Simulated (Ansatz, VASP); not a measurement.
# ZrN: VASP beside Ansatz

```
CELL_PARAMETERS angstrom
0.00000 2.29182 2.29182
2.29182 0.00000 2.29182
2.29182 2.29182 0.00000
ATOMIC_POSITIONS crystal
Zr 0.00000 0.00000 0.00000
N 0.50000 0.50000 0.50000
```

Change from the starting cell: volume scaled by 1.01.

Alike in both runs: task single point; functional PBE; k mesh 9 × 9 × 9; occupations fermi-dirac, width 0.01 eV; no spin polarisation.

|  | VASP | Ansatz |
| --- | --- | --- |
| version | VASP 6.6.1 | Ansatz 0.2.0 |
| potentials or method | VASP PAW PBE potentials, release 64 (Zr_sv, N), cutoff 600 eV | all-electron LAPW, scalar-relativistic |

|  | VASP | Ansatz | Ansatz less VASP |
| --- | --- | --- | --- |
| pressure (GPa) | 2.0 | 1.9 | -0.10 |

Ansatz ran all-electron here, and VASP with PAW potentials.
